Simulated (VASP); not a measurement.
Here is a VASP 6.6.1 calculation.

Contents of INCAR:

```
SYSTEM = InPd
PREC     = Accurate       ! precision mode
ENCUT    = 520            ! plane-wave cutoff, eV
EDIFF    = 1E-6           ! SCF threshold, eV
ISMEAR   = -1             ! smearing method
SIGMA    = 0.05           ! smearing width, eV
LREAL    = .FALSE.        ! projectors in reciprocal space
LASPH    = .TRUE.         ! aspherical terms in the spheres
NELM     = 100            ! most SCF steps
ALGO     = Fast           ! electronic algorithm
ISIF     = 2              ! what is computed and relaxed
LWAVE    = .FALSE.        ! write WAVECAR
LCHARG   = .TRUE.         ! write CHGCAR
GGA      = PE             ! functional
LELF     = .TRUE.         ! ELF
LVHAR    = .TRUE.       
NBANDS   = 18             ! bands
```

The input KPOINTS:

```
regular mesh
0
G
  8 8 8
  0 0 0
```

Contents of POSCAR:

```
InPd
1.0
    3.1255974006      0.0000000000      0.0000000000
    0.0000000000      3.1255974006      0.0000000000
    0.0000000000      0.0000000000      3.1255974006
In Pd
1 1
Direct
    0.0000000000      0.0000000000      0.0000000000
    0.5000000000      0.5000000000      0.5000000000
```

Potentials or basis: VASP PAW PBE potentials, release 64 (In_d, Pd).

The run is started by

```console
$ cat potpaw_PBE.64/In_d/POTCAR potpaw_PBE.64/Pd/POTCAR > POTCAR
$ mpirun -np 1 vasp_std > vasp.out
```

(1) Predict the pressure.

Results:

(1) 30.3 GPa.
